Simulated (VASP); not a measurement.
# CrCoPt2 (P4/mmm) in VASP: further runs

Runs on CrCoPt2. Level: LDA. Tasks: single point.

All numbers are computed with VASP 6.6.1; they aren't measurements. Logs are shortened: lines on timing, memory, paths and dates and some standing lists are left out, and cuts for length are marked.

## Step 1: The cell of the first run

The structure is tetragonal, space group P4/mmm (No. 123). The conventional cell has a = 3.819 Å, b = 3.819 Å, c = 3.746 Å, α = 90.00°, β = 90.00°, γ = 90.00°. Cr (site symmetry 4/mmm) has 8 Pt at 2.67 Å and 4 Co at 2.70 Å within 3.5 Å. Within 3.5 Å of Co (site symmetry 4/mmm) lie 8 Pt at 2.67 Å and 4 Cr at 2.70 Å. Pt (site symmetry mmm) has 4 Cr at 2.67 Å and 4 Co at 2.67 Å and 4 Pt at 2.70 Å within 3.5 Å.

## Step 2: Single point, LDA

File INCAR:

```
  PREC = Accurate
  ENCUT = 520
  EDIFF = 1E-7
  ISMEAR = -1
  SIGMA = 0.05
  LREAL = F
  LASPH = T
  NELM = 80
  ALGO = Normal
  ISIF = 2
  LWAVE = F
  LCHARG = T
  GGA = CA
  LELF = T
  LVHAR = T
  NBANDS = 28
```

File KPOINTS:

```
regular mesh
0
Gamma
  8 8 8
```

File POSCAR:

```
CrCoPt2
1.0
    3.8190000000      0.0000000000      0.0000000000
    0.0000000000      3.8190000000      0.0000000000
    0.0000000000      0.0000000000      3.7460000000
Cr Co Pt
1 1 2
Direct
    0.0000000000      0.0000000000      0.0000000000
    0.5000000000      0.5000000000      0.0000000000
    0.0000000000      0.5000000000      0.5000000000
    0.5000000000      0.0000000000      0.5000000000
```

Potentials or basis: VASP PAW LDA potentials, release 64 (Cr_pv, Co, Pt).

Started as:

```bash
> cat potpaw_LDA.64/Cr_pv/POTCAR potpaw_LDA.64/Co/POTCAR potpaw_LDA.64/Pt/POTCAR > POTCAR
> mpirun -np 1 vasp_std > vasp.out
```

OUTCAR:

```text
PREC = Accurate
   ENCUT = 520
   EDIFF = 1E-7
   ISMEAR = -1
   LREAL = F
   LASPH = T
   NELM = 80
   ISIF = 2
   GGA = CA

 ion  position               nearest neighbor table
   1  0.000  0.000  0.000-   3 2.67   4 2.67   3 2.67   4 2.67   3 2.67   3 2.67   4 2.67   4 2.67
                             2 2.70   2 2.70   2 2.70   2 2.70
   2  0.500  0.500  0.000-   3 2.67   4 2.67   3 2.67   4 2.67   4 2.67   4 2.67   3 2.67   3 2.67
                             1 2.70   1 2.70   1 2.70   1 2.70
   3  0.000  0.500  0.500-   1 2.67   2 2.67   1 2.67   2 2.67   1 2.67   1 2.67   2 2.67   2 2.67
                             4 2.70   4 2.70   4 2.70   4 2.70
   4  0.500  0.000  0.500-   1 2.67   2 2.67   1 2.67   2 2.67   2 2.67   2 2.67   1 2.67   1 2.67
                             3 2.70   3 2.70   3 2.70   3 2.70

  LATTYP: Found a simple tetragonal cell.
 ALAT       =     3.8190000000
 C/A-ratio  =     0.9808850484

  Lattice vectors:

 A1 = (   3.8190000000,   0.0000000000,   0.0000000000)
 A2 = (   0.0000000000,   3.8190000000,   0.0000000000)
 A3 = (   0.0000000000,   0.0000000000,   3.7460000000)

Analysis of symmetry for initial positions (statically):
=====================================================================
 Subroutine PRICEL returns:
 Original cell was already a primitive cell.

 Routine SETGRP: Setting up the symmetry group for a
 simple tetragonal supercell.

 Subroutine GETGRP returns: Found 16 space group operations
 (whereof 16 operations were pure point group operations)
 out of a pool of 16 trial point group operations.

The static configuration has the point symmetry D_4h.

Analysis of symmetry for dynamics (positions and initial velocities):
=====================================================================
 Subroutine PRICEL returns:
 Original cell was already a primitive cell.

 Routine SETGRP: Setting up the symmetry group for a
 simple tetragonal supercell.

 Subroutine GETGRP returns: Found 16 space group operations
 (whereof 16 operations were pure point group operations)
 out of a pool of 16 trial point group operations.

The dynamic configuration has the point symmetry D_4h.

 Subroutine INISYM returns: Found 16 space group operations
 (whereof 16 operations are pure point group operations),
 and found     1 'primitive' translations

----------------------------------------------------------------------------------------

                                     Primitive cell

  volume of cell :      54.6345

  direct lattice vectors                    reciprocal lattice vectors
     3.819000000  0.000000000  0.000000000     0.261848651  0.000000000  0.000000000
     0.000000000  3.819000000  0.000000000     0.000000000  0.261848651  0.000000000
     0.000000000  0.000000000  3.746000000     0.000000000  0.000000000  0.266951415

  length of vectors
     3.819000000  3.819000000  3.746000000     0.261848651  0.261848651  0.266951415

  position of ions in fractional coordinates (direct lattice)
     0.000000000  0.000000000  0.000000000
     0.500000000  0.500000000  0.000000000
     0.000000000  0.500000000  0.500000000
     0.500000000  0.000000000  0.500000000

  ion indices of the primitive-cell ions
   primitive index   ion index
                 1           1
                 2           2
                 3           3
                 4           4

----------------------------------------------------------------------------------------

 KPOINTS: regular mesh

Automatic generation of k-mesh.
 Grid dimensions read from file:
 generate k-points for:    8    8    8

 Generating k-lattice:

  Cartesian coordinates                     Fractional coordinates (reciprocal lattice)
     0.032731081  0.000000000  0.000000000     0.125000000  0.000000000  0.000000000
     0.000000000  0.032731081  0.000000000     0.000000000  0.125000000  0.000000000
     0.000000000  0.000000000  0.033368927     0.000000000  0.000000000  0.125000000

  Length of vectors
     0.032731081  0.032731081  0.033368927

  Shift w.r.t. Gamma in fractional coordinates (k-lattice)
     0.000000000  0.000000000  0.000000000

 Subroutine IBZKPT returns following result:
 ===========================================

 Found     75 irreducible k-points:

 Following reciprocal coordinates:
            Coordinates               Weight
  0.000000  0.000000  0.000000      1.000000
  0.125000  0.000000  0.000000      4.000000
  0.250000  0.000000  0.000000      4.000000
  0.375000  0.000000  0.000000      4.000000
  0.500000  0.000000  0.000000      2.000000
  0.125000  0.125000  0.000000      4.000000
[... 16 lines left out ...]
  0.375000  0.125000  0.125000     16.000000
  0.500000  0.125000  0.125000      8.000000
 [... further k-points ...]
   k-points           NKPTS =     75   k-points in BZ     NKDIM =     75   number of bands    NBANDS=     28
   number of dos      NEDOS =    301   number of ions     NIONS =      4
   total plane-waves  NPLWV =  21952
   dimension x,y,z NGX =    28 NGY =   28 NGZ =   28
   dimension x,y,z NGXF=    56 NGYF=   56 NGZF=   56
   ions per type =               1   1   2
   NGX,Y,Z   is equivalent  to a cutoff of  12.19, 12.19, 12.43 a.u.
   NGXF,Y,Z  is equivalent  to a cutoff of  24.38, 24.38, 24.85 a.u.
 SYSTEM =  unknown system
   PREC   = accura    normal or accurate (medium, high low for compatibility)
   ISTART =      0    job   : 0-new  1-cont  2-samecut
   ICHARG =      2    charge: 1-file 2-atom 10-const
   ISPIN  =      1    spin polarized calculation?
   LNONCOLLINEAR =      F non collinear calculations
   LSORBIT =      F    spin-orbit coupling
   LASPH  =      T    aspherical Exc in radial PAW
   ENCUT  =  520.0 eV  38.22 Ry    6.18 a.u.   7.10  7.10  6.97*2*pi/ulx,y,z
   NELM   =     80;   NELMIN=  2; NELMDL= -5     # of ELM steps
   EDIFF  = 0.1E-06   stopping-criterion for ELM
   LREAL  =      F    real-space projection
   EDIFFG = 0.1E-05   stopping-criterion for IOM
   NSW    =      0    number of steps for IOM
   IBRION =     -1    ionic relax: 0-MD 1-quasi-New 2-CG
   NFREE  =      0    steps in history (QN), initial steepest desc. (CG)
   ISIF   =      2    stress and relaxation
   ISYM   =      2    0-nonsym 1-usesym 2-fastsym
   POTIM  = 0.5000    time-step for ionic-motion
   TEBEG  =    0.0;   TEEND  =   0.0 temperature during run
   PSTRESS=    0.0 pullay stress
   NELECT =      41.0000    total number of electrons
   NUPDOWN=      -1.0000    fix difference up-down
   EMIN   =  10.00;   EMAX   =-10.00  energy-range for DOS
   EFERMI =   0.00;   METHOD = LEGACY
   ISMEAR =    -1;   SIGMA  =   0.05  broadening in eV -4-tet -1-fermi 0-gaus
   EFERMI_NEDOS =   21; number of points for ismear=-14 and -15
   IALGO  =     38    algorithm
   IMIX   =      4    mixing-type and parameters
     AMIX     =   0.40;   BMIX     =  1.00
     AMIX_MAG =   1.60;   BMIX_MAG =  1.00
  volume/ion in A,a.u.               =      13.66        92.17
  Fermi-wavevector in a.u.,A,eV,Ry     =   1.487694  2.811335 30.112889  2.213235
  Thomas-Fermi vector in A             =   2.600823
   LORBIT       =      0    0 simple, 1 ext, 2 COOP (PROOUT), +10 PAW based schemes
   GGA     = CA    functional components
   LHFCALC =     F    Hartree Fock is set to
   AEXX    =    0.0000 exact exchange contribution
   IVDW    =     0    specifies the selected vdW correction
   LEPSILON=     F    determine dielectric tensor
   LRPA    =     F    only Hartree local field effects (RPA)
 non-spin polarized calculation
  energy-cutoff  :      520.00
  volume of cell :       54.63
 maximum number of plane-waves:      1490
   NGX = 15   NGY = 15   NGZ = 13

 number of electron      40.9999981 magnetization

 Free energy of the ion-electron system (eV)
  ---------------------------------------------------
  ext. energy  EPLUGINS =         0.00000000
  ---------------------------------------------------
  free energy    TOTEN  =       -33.72205714 eV

  energy without entropy =      -33.64498249  energy(sigma->0) =      -33.68351981

 E-fermi :  10.5390     XC(G=0): -13.5411

 val. band max:       10.5374104706   @ k =   0.5000   0.1250   0.2500
 cond. band min:      10.5424261245   @ k =   0.3750   0.0000   0.3750
 fundamental gap:      0.0050156540
 Fermi energy:        10.5389937767

 k-point     1 :       0.0000    0.0000    0.0000
  band No.  band energies     occupation
      1     -32.5082      2.00000
      2     -32.4852      2.00000
      3     -32.4852      2.00000
      4       0.9086      2.00000
      5       3.4900      2.00000
      6       4.1263      2.00000
[... 20 lines left out ...]
     27      12.7994      0.00000
     28      15.6113      0.00000

 k-point     2 :       0.1250    0.0000    0.0000
  band No.  band energies     occupation
      1     -32.5085      2.00000
      2     -32.4864      2.00000
      3     -32.4852      2.00000
      4       1.1225      2.00000
      5       3.6371      2.00000
      6       4.2623      2.00000
[... 20 lines left out ...]
     27      13.8255      0.00000
     28      15.6115      0.00000

 k-point     3 :       0.2500    0.0000    0.0000
  band No.  band energies     occupation
      1     -32.5092      2.00000
      2     -32.4895      2.00000
      3     -32.4852      2.00000
      4       1.7418      2.00000
      5       4.0193      2.00000
      6       4.6670      2.00000
[... 20 lines left out ...]
     27      15.4160      0.00000
     28      15.6115      0.00000

 k-point     4 :       0.3750    0.0000    0.0000
  band No.  band energies     occupation
      1     -32.5100      2.00000
      2     -32.4925      2.00000
      3     -32.4853      2.00000
      4       2.6819      2.00000
      5       4.2834      2.00000
      6       5.1223      2.00000
[... 20 lines left out ...]
     27      16.7669      0.00000
     28      17.1380      0.00000

 k-point     5 :       0.5000    0.0000    0.0000
  band No.  band energies     occupation
      1     -32.5103      2.00000
      2     -32.4938      2.00000
      3     -32.4854      2.00000
      4       3.7002      2.00000
      5       3.7261      2.00000
      6       5.3371      2.00000
[... 20 lines left out ...]
     27      18.3250      0.00000
     28      18.4605      0.00000

 k-point     6 :       0.1250    0.1250    0.0000
  band No.  band energies     occupation
      1     -32.5088      2.00000
      2     -32.4866      2.00000
      3     -32.4863      2.00000
      4       1.3257      2.00000
      5       3.7868      2.00000
      6       4.3367      2.00000
[... 463 lines left out ...]
      5       3.8680      2.00000
      6       4.3827      2.00000
[... 20 lines left out ...]
     27      13.7636      0.00000
     28      15.6122      0.00000

 k-point    22 :       0.2500    0.1250    0.1250
  band No.  band energies     occupation
      1     -32.5109      2.00000
      2     -32.4893      2.00000
      3     -32.4866      2.00000
      4       2.0780      2.00000
      5       4.2470      2.00000
      6       4.6697      2.00000
[... 20 lines left out ...]
     27      14.8930      0.00000
     28      15.6130      0.00000

 k-point    23 :       0.3750    0.1250    0.1250
  band No.  band energies     occupation
      1     -32.5113      2.00000
      2     -32.4920      2.00000
      3     -32.4866      2.00000
      4       2.9522      2.00000
      5       4.5175      2.00000
      6       5.1182      2.00000
[... 20 lines left out ...]
     27      15.8803      0.00000
     28      16.1786      0.00000

 k-point    24 :       0.5000    0.1250    0.1250
  band No.  band energies     occupation
      1     -32.5115      2.00000
      2     -32.4932      2.00000
      3     -32.4866      2.00000
      4       3.9188      2.00000
      5       3.9529      2.00000
      6       5.5347      2.00000
[... 20 lines left out ...]
     27      16.8918      0.00000
     28      17.1027      0.00000

 [... further k-points ...]

------------------------ aborting loop because EDIFF is reached ----------------------------------------

  FORCE on cell =-STRESS in cart. coord.  units (eV):
  Direction    XX          YY          ZZ          XY          YZ          ZX
  --------------------------------------------------------------------------------------
  -------------------------------------------------------------------------------------
  Total       -7.0637182     -7.0637182     -6.8452561      0.0000000      0.0000000      0.0000000
  in kB     -207.1461468   -207.1461468   -200.7396635      0.0000000      0.0000000      0.0000000
  external PRESSURE =    -205.0106524 kB  Pullay stress =       0.0000000 kB

 VOLUME and BASIS-vectors are now :
 -----------------------------------------------------------------------------
  energy-cutoff  :      520.00
  volume of cell :       54.63
      direct lattice vectors                 reciprocal lattice vectors
     3.819000000  0.000000000  0.000000000     0.261848651  0.000000000  0.000000000
     0.000000000  3.819000000  0.000000000     0.000000000  0.261848651  0.000000000
     0.000000000  0.000000000  3.746000000     0.000000000  0.000000000  0.266951415

 POSITION                                       TOTAL-FORCE (eV/Angst)
 -----------------------------------------------------------------------------------
      0.00000      0.00000      0.00000         0.000000      0.000000      0.000000
      1.90950      1.90950      0.00000         0.000000      0.000000      0.000000
      0.00000      1.90950      1.87300         0.000000      0.000000      0.000000
      1.90950      0.00000      1.87300         0.000000      0.000000      0.000000
 -----------------------------------------------------------------------------------
    total drift:                                0.000000      0.000000      0.000000

  FREE ENERGIE OF THE ION-ELECTRON SYSTEM (eV)
  ---------------------------------------------------
  free  energy   TOTEN  =       -33.7220571386 eV

  energy  without entropy=      -33.6449824907  energy(sigma->0) =      -33.68351981
```

Run time: 3.4 min. Hardware: 1 thread of Intel Xeon 8259CL, shared host; peak memory 0.24 GiB.

Results:

```yaml
Free_energy: -33.7221 eV
Pressure: -20.5 GPa
Band_gap_on_the_k_mesh: zero (an odd number of electrons rules out a gap without spin polarisation)
```

Levels at points of the mesh, in eV from the Fermi level:
```tsv
k point	band 17	band 18	band 19	band 20	band 21	band 22	band 23	band 24	band 25	band 26
(0.00, 0.00, 0.00)	0.30	0.30	0.44	0.77	0.88	0.93	1.43	1.43	1.88	1.88
(0.50, 0.00, 0.00)	-1.15	-0.97	-0.49	-0.45	-0.44	-0.07	0.30	0.39	1.42	5.07
(0.50, 0.50, 0.00)	-1.93	-1.92	-1.81	-1.10	-0.25	-0.23	-0.23	1.85	2.02	2.05
(0.00, 0.00, 0.50)	-2.03	-1.11	-1.03	-0.49	-0.49	-0.13	0.19	0.44	0.89	5.07
(0.50, 0.00, 0.50)	-2.23	-1.03	-1.00	-0.92	-0.24	-0.24	-0.05	1.20	1.92	2.38
(0.50, 0.50, 0.50)	-0.41	-0.35	-0.35	-0.03	-0.03	0.09	0.67	0.73	0.80	0.80
```

Caveat: the cell stands under tension; spin-orbit coupling is left out, which moves the levels of the heavy elements; the run has no spin polarisation, though such a crystal can be magnetic.

## Step 3: Single point, LDA, collinear spin, zero start

File INCAR:

```
PREC = Accurate ; ENCUT = 520
EDIFF = 1E-7 ; ISMEAR = -1
SIGMA = 0.05 ; LREAL = False
LASPH = True ; NELM = 150
ALGO = Normal ; ISIF = 2
LWAVE = False ; LCHARG = False
ISPIN = 2 ; MAGMOM = 0 0 0 0
LORBIT = 11 ; NUPDOWN = 0.0
LMAXMIX = 4 ; NBANDS = 32
```

KPOINTS is that of step 2.

POSCAR is that of step 2.

Potentials or basis: VASP PAW LDA potentials, release 64 (Cr_pv, Co, Pt).

Started as:

```bash
> cat potpaw_LDA.64/Cr_pv/POTCAR potpaw_LDA.64/Co/POTCAR potpaw_LDA.64/Pt/POTCAR > POTCAR
> mpirun -np 1 vasp_std > vasp.out
```

Wall time 8.5 min (1 thread of Intel Xeon 8259CL, shared host); peak memory 0.31 GiB.

It converged, with:

```yaml
Free_energy: -33.7221 eV
Pressure: -20.5 GPa
Net_moment: 0.00 μB per cell
Valence_electrons_inside_the_program's_atomic_spheres: Cr 10.70; Co 8.16; Pt 9.42
```

Stress tensor (GPa, compression positive):
```
-20.70   0.00   0.00
  0.00 -20.70   0.00
  0.00   0.00 -20.06
```

Caveat: the cell stands under tension; spin-orbit coupling is left out, which moves the levels of the heavy elements; the total moment is fixed, so each spin has its own Fermi level.

## Step 4: Single point, LDA, collinear spin, ferrimagnetic start

File INCAR:

```
PREC = Accurate ; ENCUT = 520
EDIFF = 1E-6 ; ISMEAR = -1
SIGMA = 0.05 ; LREAL = False
LASPH = True ; NELM = 150
ALGO = Normal ; ISIF = 2
LWAVE = False ; LCHARG = False
ISPIN = 2 ; MAGMOM = 0.5 -0.27 0 0
LORBIT = 11 ; NUPDOWN = 0.23
LMAXMIX = 4 ; NBANDS = 32
```

File KPOINTS:

```
Automatic mesh
0
Gamma
  8 8 8
```

POSCAR is that of step 3.

Potentials or basis: VASP PAW LDA potentials, release 64 (Cr_pv, Co, Pt).

Started as:

```bash
> cat potpaw_LDA.64/Cr_pv/POTCAR potpaw_LDA.64/Co/POTCAR potpaw_LDA.64/Pt/POTCAR > POTCAR
> mpirun -np 1 vasp_std > vasp.out
```

OUTCAR:

```text
PREC = Accurate
   ENCUT = 520
   EDIFF = 1E-6
   ISMEAR = -1
   LREAL = False
   LASPH = True
   NELM = 150
   ISIF = 2
   ISPIN = 2
   LORBIT = 11
   NUPDOWN = 0.23

 ion  position               nearest neighbor table
   1  0.000  0.000  0.000-   3 2.67   4 2.67   3 2.67   4 2.67   3 2.67   3 2.67   4 2.67   4 2.67
                             2 2.70   2 2.70   2 2.70   2 2.70
   2  0.500  0.500  0.000-   3 2.67   4 2.67   3 2.67   4 2.67   4 2.67   4 2.67   3 2.67   3 2.67
                             1 2.70   1 2.70   1 2.70   1 2.70
   3  0.000  0.500  0.500-   1 2.67   2 2.67   1 2.67   2 2.67   1 2.67   1 2.67   2 2.67   2 2.67
                             4 2.70   4 2.70   4 2.70   4 2.70
[... 1916 lines left out ...]
     0.000000000  0.000000000  3.746000000     0.000000000  0.000000000  0.266951415

 POSITION                                       TOTAL-FORCE (eV/Angst)
 -----------------------------------------------------------------------------------
      0.00000      0.00000      0.00000         0.000000      0.000000      0.000000
      1.90950      1.90950      0.00000         0.000000      0.000000      0.000000
      0.00000      1.90950      1.87300         0.000000      0.000000      0.000000
      1.90950      0.00000      1.87300         0.000000      0.000000      0.000000
 -----------------------------------------------------------------------------------
    total drift:                               -0.000000      0.000000      0.000000

  FREE ENERGIE OF THE ION-ELECTRON SYSTEM (eV)
  ---------------------------------------------------
  free  energy   TOTEN  =       -33.7232262205 eV

  energy  without entropy=      -33.6463917766  energy(sigma->0) =      -33.68480900

 total charge

# of ion       s       p       d       tot
------------------------------------------
    1        0.332   6.278   4.087  10.697
    2        0.409   0.444   7.310   8.163
    3        0.729   0.702   7.985   9.416
    4        0.729   0.702   7.985   9.416
--------------------------------------------------
tot          2.199   8.125  27.367  37.692

 magnetization (x)

# of ion       s       p       d       tot
------------------------------------------
    1       -0.000  -0.001   0.041   0.040
    2       -0.000  -0.000   0.174   0.174
    3       -0.001  -0.003   0.013   0.009
    4       -0.001  -0.003   0.013   0.009
--------------------------------------------------
tot         -0.003  -0.008   0.242   0.231
```

Run time: 8.8 min. Hardware: 1 thread of Intel Xeon 8259CL, shared host; peak memory 0.31 GiB.

Results:

```yaml
Free_energy: -33.7232 eV
Pressure: -20.4 GPa
Net_moment: 0.23 μB per cell
Site_moments: Cr +0.04; Co +0.17; Pt +0.01 μB
Valence_electrons_inside_the_program's_atomic_spheres: Cr 10.70; Co 8.16; Pt 9.42
```

Stress tensor (GPa, compression positive):
```
-20.67   0.00   0.00
  0.00 -20.67   0.00
  0.00   0.00 -19.98
```

Caveat: the cell stands under tension; spin-orbit coupling is left out, which moves the levels of the heavy elements; the total moment is fixed, so each spin has its own Fermi level.

[end of part 1 of 2]
